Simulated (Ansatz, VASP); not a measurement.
# Fe: VASP beside Ansatz

```xyz
8
Lattice="4.5503 0.0000 0.0000 0.0000 4.5503 0.0000 0.0000 0.0000 4.5503" Properties=species:S:1:pos:R:3 pbc="T T T"
Fe    0.0000    0.0000    0.0000
Fe    2.2751    2.2751    2.2751
Fe    1.1376    0.0000    2.2751
Fe    3.4127    0.0000    2.2751
Fe    2.2751    1.1376    0.0000
Fe    2.2751    3.4127    0.0000
Fe    0.0000    2.2751    1.1376
Fe    0.0000    2.2751    3.4127
```

Alike in both runs: task relaxation of cell and atoms; functional LDA; k mesh 6 × 6 × 6; occupations fermi-dirac, width 0.05 eV; collinear spin.

```csv
,VASP,Ansatz
version,VASP 6.6.1,Ansatz 0.2.0
potentials or method,"VASP PAW LDA potentials, release 64 (Fe), cutoff 600 eV","plane waves (420 eV) with PAW, scalar-relativistic"
valence electrons in the cell,64,128
```

```csv
,VASP,Ansatz,Ansatz less VASP
net moment per atom (μB),0.63,1.92,+1.295
size of the moment on the site where the two differ most (μB),1.13,1.95,+0.821
relaxed volume (Å³/atom),9.96,10.50,+0.542
relaxed length of the cell vector where the two differ most in proportion (Å),4.303,4.380,+0.0766
```

The net moments are unlike, so the other rows may belong to different states. Ansatz warns that its potentials were made for another functional, while VASP's fit it. LDA's correlation is that of Perdew and Zunger in VASP and of Perdew and Wang (1992) in Ansatz. Site moments also hang on the region over which each program counts them. VASP's potentials hold 64 valence electrons a cell and Ansatz's 128, so a difference there can come from the potentials and not from the codes.

Noted on VASP's run: the volume moved by over 15 % at a fixed basis, so the end points are rough.
